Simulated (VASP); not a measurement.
# TiN (dq5) (Fm-3m) in VASP: notebook

Runs on TiN (dq5). Level: LDA. Tasks: single point.

Program: VASP 6.6.1. These are calculated values, not measurements. Logs are shortened: lines on timing, memory, paths and dates and some standing lists are left out, and cuts for length are marked.

**1. The cell of the first run**

It takes space group Fm-3m (No. 225, cubic). The conventional cell has a = 4.173 Å, b = 4.173 Å, c = 4.173 Å, α = 90.00°, β = 90.00°, γ = 90.00°. Within 2.8 Å of Ti (site symmetry m-3m) lie 6 N at 2.09 Å. N (site symmetry m-3m) has 6 Ti at 2.09 Å within 2.8 Å.

**2. Single point, LDA**

INCAR

```
SYSTEM = TiN
ALGO = Normal
EDIFF = 1E-6
ENCUT = 520
ISIF = 2
ISMEAR = 0
LASPH = .TRUE.
LCHARG = .TRUE.
LELF = .TRUE.
LREAL = .FALSE.
LVHAR = .TRUE.
LWAVE = .FALSE.
NBANDS = 16
NELM = 80
PREC = Accurate
SIGMA = 0.1
```

KPOINTS

```
k-points
0
G
  8 8 8
  0 0 0
```

POSCAR

```
TiN
1.0
    0.0000000000      2.0862956349      2.0862956349
    2.0862956349      0.0000000000      2.0862956349
    2.0862956349      2.0862956349      0.0000000000
Ti N
1 1
Direct
    0.0000000000      0.0000000000      0.0000000000
    0.5000000000      0.5000000000      0.5000000000
```

Potentials or basis: VASP PAW LDA potentials, release 64 (Ti_sv, N).

The run is started by

```console
> cat potpaw_LDA.64/Ti_sv/POTCAR potpaw_LDA.64/N/POTCAR > POTCAR
> mpirun -np 1 vasp_std > vasp.out
```

OUTCAR:

```text
SYSTEM = TiN
   EDIFF = 1E-6
   ENCUT = 520
   ISIF = 2
   ISMEAR = 0
   LASPH = .TRUE.
   LREAL = .FALSE.
   NELM = 80
   PREC = Accurate

 ion  position               nearest neighbor table
   1  0.000  0.000  0.000-   2 2.09   2 2.09   2 2.09   2 2.09   2 2.09   2 2.09
   2  0.500  0.500  0.500-   1 2.09   1 2.09   1 2.09   1 2.09   1 2.09   1 2.09

  LATTYP: Found a face centered cubic cell.
 ALAT       =     4.1725912698

  Lattice vectors:

 A1 = (   0.0000000000,   2.0862956349,   2.0862956349)
 A2 = (   2.0862956349,   0.0000000000,   2.0862956349)
 A3 = (   2.0862956349,   2.0862956349,   0.0000000000)

Analysis of symmetry for initial positions (statically):
=====================================================================
 Subroutine PRICEL returns:
 Original cell was already a primitive cell.

 Routine SETGRP: Setting up the symmetry group for a
 face centered cubic supercell.

 Subroutine GETGRP returns: Found 48 space group operations
 (whereof 48 operations were pure point group operations)
 out of a pool of 48 trial point group operations.

The static configuration has the point symmetry O_h .

Analysis of symmetry for dynamics (positions and initial velocities):
=====================================================================
 Subroutine PRICEL returns:
 Original cell was already a primitive cell.

 Routine SETGRP: Setting up the symmetry group for a
 face centered cubic supercell.

 Subroutine GETGRP returns: Found 48 space group operations
 (whereof 48 operations were pure point group operations)
 out of a pool of 48 trial point group operations.

The dynamic configuration has the point symmetry O_h .

 Subroutine INISYM returns: Found 48 space group operations
 (whereof 48 operations are pure point group operations),
 and found     1 'primitive' translations

----------------------------------------------------------------------------------------

                                     Primitive cell

  volume of cell :      18.1617

  direct lattice vectors                    reciprocal lattice vectors
     0.000000000  2.086295635  2.086295635    -0.239659227  0.239659227  0.239659227
     2.086295635  0.000000000  2.086295635     0.239659227 -0.239659227  0.239659227
     2.086295635  2.086295635  0.000000000     0.239659227  0.239659227 -0.239659227

  length of vectors
     2.950467582  2.950467582  2.950467582     0.415101958  0.415101958  0.415101958

  position of ions in fractional coordinates (direct lattice)
     0.000000000  0.000000000  0.000000000
     0.500000000  0.500000000  0.500000000

  ion indices of the primitive-cell ions
   primitive index   ion index
                 1           1
                 2           2

----------------------------------------------------------------------------------------

 KPOINTS: k-points

Automatic generation of k-mesh.
 Grid dimensions read from file:
 generate k-points for:    8    8    8

 Generating k-lattice:

  Cartesian coordinates                     Fractional coordinates (reciprocal lattice)
    -0.029957403  0.029957403  0.029957403     0.125000000  0.000000000  0.000000000
     0.029957403 -0.029957403  0.029957403     0.000000000  0.125000000  0.000000000
     0.029957403  0.029957403 -0.029957403     0.000000000  0.000000000  0.125000000

  Length of vectors
     0.051887745  0.051887745  0.051887745

  Shift w.r.t. Gamma in fractional coordinates (k-lattice)
     0.000000000  0.000000000  0.000000000

 Subroutine IBZKPT returns following result:
 ===========================================

 Found     29 irreducible k-points:

 Following reciprocal coordinates:
            Coordinates               Weight
  0.000000  0.000000  0.000000      1.000000
  0.125000  0.000000  0.000000      8.000000
  0.250000  0.000000  0.000000      8.000000
  0.375000  0.000000  0.000000      8.000000
  0.500000  0.000000  0.000000      4.000000
  0.125000  0.125000  0.000000      6.000000
[... 16 lines left out ...]
  0.500000  0.250000  0.125000     48.000000
 -0.375000  0.250000  0.125000     24.000000
 [... further k-points ...]
   k-points           NKPTS =     29   k-points in BZ     NKDIM =     29   number of bands    NBANDS=     16
   number of dos      NEDOS =    301   number of ions     NIONS =      2
   total plane-waves  NPLWV =  13824
   dimension x,y,z NGX =    24 NGY =   24 NGZ =   24
   dimension x,y,z NGXF=    48 NGYF=   48 NGZF=   48
   ions per type =               1   1
   NGX,Y,Z   is equivalent  to a cutoff of  13.52, 13.52, 13.52 a.u.
   NGXF,Y,Z  is equivalent  to a cutoff of  27.05, 27.05, 27.05 a.u.
 SYSTEM =  TiN
   PREC   = accura    normal or accurate (medium, high low for compatibility)
   ISTART =      0    job   : 0-new  1-cont  2-samecut
   ICHARG =      2    charge: 1-file 2-atom 10-const
   ISPIN  =      1    spin polarized calculation?
   LNONCOLLINEAR =      F non collinear calculations
   LSORBIT =      F    spin-orbit coupling
   LASPH  =      T    aspherical Exc in radial PAW
   ENCUT  =  520.0 eV  38.22 Ry    6.18 a.u.   5.49  5.49  5.49*2*pi/ulx,y,z
   NELM   =     80;   NELMIN=  2; NELMDL= -5     # of ELM steps
   EDIFF  = 0.1E-05   stopping-criterion for ELM
   LREAL  =      F    real-space projection
   EDIFFG = 0.1E-04   stopping-criterion for IOM
   NSW    =      0    number of steps for IOM
   IBRION =     -1    ionic relax: 0-MD 1-quasi-New 2-CG
   NFREE  =      0    steps in history (QN), initial steepest desc. (CG)
   ISIF   =      2    stress and relaxation
   ISYM   =      2    0-nonsym 1-usesym 2-fastsym
   POTIM  = 0.5000    time-step for ionic-motion
   TEBEG  =    0.0;   TEEND  =   0.0 temperature during run
   PSTRESS=    0.0 pullay stress
   NELECT =      17.0000    total number of electrons
   NUPDOWN=      -1.0000    fix difference up-down
   EMIN   =  10.00;   EMAX   =-10.00  energy-range for DOS
   EFERMI =   0.00;   METHOD = LEGACY
   ISMEAR =     0;   SIGMA  =   0.10  broadening in eV -4-tet -1-fermi 0-gaus
   EFERMI_NEDOS =   21; number of points for ismear=-14 and -15
   IALGO  =     38    algorithm
   IMIX   =      4    mixing-type and parameters
     AMIX     =   0.40;   BMIX     =  1.00
     AMIX_MAG =   1.60;   BMIX_MAG =  1.00
  volume/ion in A,a.u.               =       9.08        61.28
  Fermi-wavevector in a.u.,A,eV,Ry     =   1.601420  3.026245 34.892774  2.564547
  Thomas-Fermi vector in A             =   2.698401
   LORBIT       =      0    0 simple, 1 ext, 2 COOP (PROOUT), +10 PAW based schemes
   GGA     = CA    functional components
   LHFCALC =     F    Hartree Fock is set to
   AEXX    =    0.0000 exact exchange contribution
   IVDW    =     0    specifies the selected vdW correction
   LEPSILON=     F    determine dielectric tensor
   LRPA    =     F    only Hartree local field effects (RPA)
 non-spin polarized calculation
 Gauss-broadening in eV      SIGMA  =   0.10
  energy-cutoff  :      520.00
  volume of cell :       18.16
 maximum number of plane-waves:       531
 NGX is ok and might be reduce to    24
   NGX = 11   NGY = 11   NGZ = 11

 number of electron      16.9999996 magnetization

 Free energy of the ion-electron system (eV)
  ---------------------------------------------------
  ext. energy  EPLUGINS =         0.00000000
  ---------------------------------------------------
  free energy    TOTEN  =       -21.66201486 eV

  energy without entropy =      -21.65359138  energy(sigma->0) =      -21.65780312

 E-fermi :  11.8752     XC(G=0): -13.6433

 val. band max:       11.8682406075   @ k =   0.3750   0.1250   0.0000
 cond. band min:      11.8999701417   @ k =  -0.3750   0.3750   0.1250
 fundamental gap:      0.0317295342
 Fermi energy:        11.8752268245

 k-point     1 :       0.0000    0.0000    0.0000
  band No.  band energies     occupation
      1     -45.2057      2.00000
      2     -21.5220      2.00000
      3     -21.5220      2.00000
      4     -21.5220      2.00000
      5      -5.2758      2.00000
      6       9.7921      2.00000
[... 8 lines left out ...]
     15      25.1872      0.00000
     16      32.3330      0.00000

 k-point     2 :       0.1250    0.0000    0.0000
  band No.  band energies     occupation
      1     -45.1871      2.00000
      2     -21.6457      2.00000
      3     -21.5319      2.00000
      4     -21.5319      2.00000
      5      -4.9452      2.00000
      6       8.3617      2.00000
[... 8 lines left out ...]
     15      25.4196      0.00000
     16      31.8226      0.00000

 k-point     3 :       0.2500    0.0000    0.0000
  band No.  band energies     occupation
      1     -45.1419      2.00000
      2     -21.9347      2.00000
      3     -21.5556      2.00000
      4     -21.5556      2.00000
      5      -4.0818      2.00000
      6       6.1642      2.00000
[... 8 lines left out ...]
     15      25.2145      0.00000
     16      29.9731      0.00000

 k-point     4 :       0.3750    0.0000    0.0000
  band No.  band energies     occupation
      1     -45.0963      2.00000
      2     -22.2116      2.00000
      3     -21.5791      2.00000
      4     -21.5791      2.00000
      5      -3.0515      2.00000
      6       4.2934      2.00000
[... 8 lines left out ...]
     15      25.6280      0.00000
     16      27.7738      0.00000

 k-point     5 :       0.5000    0.0000    0.0000
  band No.  band energies     occupation
      1     -45.0772      2.00000
      2     -22.3231      2.00000
      3     -21.5888      2.00000
      4     -21.5888      2.00000
      5      -2.5255      2.00000
      6       3.4905      2.00000
[... 8 lines left out ...]
     15      26.2469      0.00000
     16      26.7954      0.00000

 k-point     6 :       0.1250    0.1250    0.0000
  band No.  band energies     occupation
      1     -45.1810      2.00000
      2     -21.6370      2.00000
      3     -21.5592      2.00000
      4     -21.5592      2.00000
      5      -4.8602      2.00000
      6       7.5402      2.00000
[... 8 lines left out ...]
     15      25.6265      0.00000
     16      31.2040      0.00000

 k-point     7 :       0.2500    0.1250    0.0000
  band No.  band energies     occupation
      1     -45.1447      2.00000
      2     -21.8484      2.00000
      3     -21.5952      2.00000
      4     -21.5793      2.00000
      5      -4.2498      2.00000
      6       6.1642      2.00000
[... 8 lines left out ...]
     15      25.6012      0.00000
     16      30.0180      0.00000

 k-point     8 :       0.3750    0.1250    0.0000
  band No.  band energies     occupation
      1     -45.0992      2.00000
      2     -22.1120      2.00000
      3     -21.6189      2.00000
      4     -21.6155      2.00000
      5      -3.3849      2.00000
      6       4.8555      2.00000
[... 8 lines left out ...]
     15      25.3291      0.00000
     16      27.9408      0.00000

 k-point     9 :       0.5000    0.1250    0.0000
  band No.  band energies     occupation
      1     -45.0712      2.00000
      2     -22.2662      2.00000
      3     -21.6570      2.00000
      4     -21.6165      2.00000
      5      -2.7420      2.00000
      6       3.9443      2.00000
[... 8 lines left out ...]
     15      25.7970      0.00000
     16      26.6183      0.00000
[... 172 lines left out ...]
 k-point    19 :       0.5000    0.3750    0.0000
  band No.  band energies     occupation
      1     -45.0421      2.00000
      2     -22.1432      2.00000
      3     -21.8138      2.00000
      4     -21.7483      2.00000
      5      -3.6634      2.00000
      6       5.7928      2.00000
[... 8 lines left out ...]
     15      24.4896      0.00000
     16      26.2381      0.00000

 k-point    20 :      -0.3750    0.3750    0.0000
  band No.  band energies     occupation
      1     -45.0392      2.00000
      2     -22.0696      2.00000
      3     -21.9590      2.00000
      4     -21.7094      2.00000
      5      -3.3378      2.00000
      6       5.8580      2.00000
[... 8 lines left out ...]
     15      24.1064      0.00000
     16      25.2492      0.00000

 k-point    21 :       0.5000    0.5000    0.0000
  band No.  band energies     occupation
      1     -45.0360      2.00000
      2     -22.1844      2.00000
      3     -21.7752      2.00000
      4     -21.7752      2.00000
      5      -3.8377      2.00000
      6       5.9827      2.00000
[... 8 lines left out ...]
     15      24.0415      0.00000
     16      26.9423      0.00000

 k-point    22 :       0.3750    0.2500    0.1250
  band No.  band energies     occupation
      1     -45.1083      2.00000
      2     -21.9861      2.00000
      3     -21.6980      2.00000
      4     -21.5958      2.00000
      5      -3.7204      2.00000
      6       5.3153      2.00000
[... 8 lines left out ...]
     15      25.2962      0.00000
     16      27.5810      0.00000

 k-point    23 :       0.5000    0.2500    0.1250
  band No.  band energies     occupation
      1     -45.0717      2.00000
      2     -22.1301      2.00000
      3     -21.7697      2.00000
      4     -21.6331      2.00000
      5      -3.1626      2.00000
      6       4.7415      2.00000
[... 8 lines left out ...]
     15      24.9423      0.00000
     16      26.4525      0.00000

 k-point    24 :      -0.3750    0.2500    0.1250
  band No.  band energies     occupation
      1     -45.0564      2.00000
      2     -22.1923      2.00000
      3     -21.7880      2.00000
      4     -21.6562      2.00000
      5      -2.9200      2.00000
      6       4.5052      2.00000
[... 8 lines left out ...]
     15      25.1692      0.00000
     16      26.1900      0.00000

 [... further k-points ...]

------------------------ aborting loop because EDIFF is reached ----------------------------------------

  FORCE on cell =-STRESS in cart. coord.  units (eV):
  Direction    XX          YY          ZZ          XY          YZ          ZX
  --------------------------------------------------------------------------------------
  -------------------------------------------------------------------------------------
  Total        0.1190649      0.1190649      0.1190649      0.0000000      0.0000000      0.0000000
  in kB       10.5035658     10.5035658     10.5035658      0.0000000      0.0000000      0.0000000
  external PRESSURE =      10.5035658 kB  Pullay stress =       0.0000000 kB

 VOLUME and BASIS-vectors are now :
 -----------------------------------------------------------------------------
  energy-cutoff  :      520.00
  volume of cell :       18.16
      direct lattice vectors                 reciprocal lattice vectors
     0.000000000  2.086295635  2.086295635    -0.239659227  0.239659227  0.239659227
     2.086295635  0.000000000  2.086295635     0.239659227 -0.239659227  0.239659227
     2.086295635  2.086295635  0.000000000     0.239659227  0.239659227 -0.239659227

 POSITION                                       TOTAL-FORCE (eV/Angst)
 -----------------------------------------------------------------------------------
      0.00000      0.00000      0.00000        -0.000000     -0.000000      0.000000
      2.08630      2.08630      2.08630         0.000000      0.000000     -0.000000
 -----------------------------------------------------------------------------------
    total drift:                                0.000000     -0.000000     -0.000000

  FREE ENERGIE OF THE ION-ELECTRON SYSTEM (eV)
  ---------------------------------------------------
  free  energy   TOTEN  =       -21.6620148556 eV

  energy  without entropy=      -21.6535913816  energy(sigma->0) =      -21.65780312
```

Wall time 10 s (1 thread of Intel Xeon Platinum 8488C (Sapphire Rapids), shared host); peak memory 0.12 GiB.

What came out:

| Property | Result |
| --- | --- |
| Free energy | -21.6620 eV |
| Pressure | 1.1 GPa |

**3. Single point, LDA**

INCAR

```
  ALGO = Normal
  EDIFF = 1E-7
  ENCUT = 520
  ISIF = 2
  ISMEAR = 0
  LASPH = T
  LCHARG = F
  LREAL = F
  LWAVE = F
  NBANDS = 16
  NELM = 80
  PREC = Accurate
  SIGMA = 0.1
```

KPOINTS

```
k-points
0
Gamma
  14 14 14
```

POSCAR

```
TiN
1.0
    0.0000000000      2.0859620324      2.0859620324
    2.0859620324      0.0000000000      2.0859620324
    2.0859620324      2.0859620324      0.0000000000
Ti N
1 1
Direct
    0.0000000000      0.0000000000      0.0000000000
    0.5000000000      0.5000000000      0.5000000000
```

Potentials or basis: VASP PAW LDA potentials, release 64 (Ti_sv, N).

The run is started by

```console
> cat potpaw_LDA.64/Ti_sv/POTCAR potpaw_LDA.64/N/POTCAR > POTCAR
> mpirun -np 1 vasp_std > vasp.out
```

It took 34 s on 1 thread of Intel Xeon Platinum 8488C (Sapphire Rapids), shared host; peak memory 0.14 GiB.

The run converged. Its results:

```yaml
Free_energy: -21.6716 eV
Pressure: 1.0 GPa
```

Levels at points of the mesh, in eV from the Fermi level:
| k point | band 5 | band 6 | band 7 | band 8 | band 9 | band 10 | band 11 | band 12 | band 13 | band 14 |
| --- | --- | --- | --- | --- | --- | --- | --- | --- | --- | --- |
| (0.00, 0.00, 0.00) | -17.13 | -2.06 | -2.06 | -2.06 | -0.69 | -0.69 | -0.69 | 0.60 | 0.60 | 6.15 |
| (0.50, 0.00, 0.00) | -14.38 | -8.37 | -5.74 | -5.74 | 1.82 | 1.82 | 2.56 | 6.15 | 6.15 | 6.37 |
| (0.50, 0.50, 0.00) | -15.69 | -5.87 | -3.32 | -3.25 | -3.25 | 1.76 | 2.59 | 2.59 | 4.06 | 11.28 |
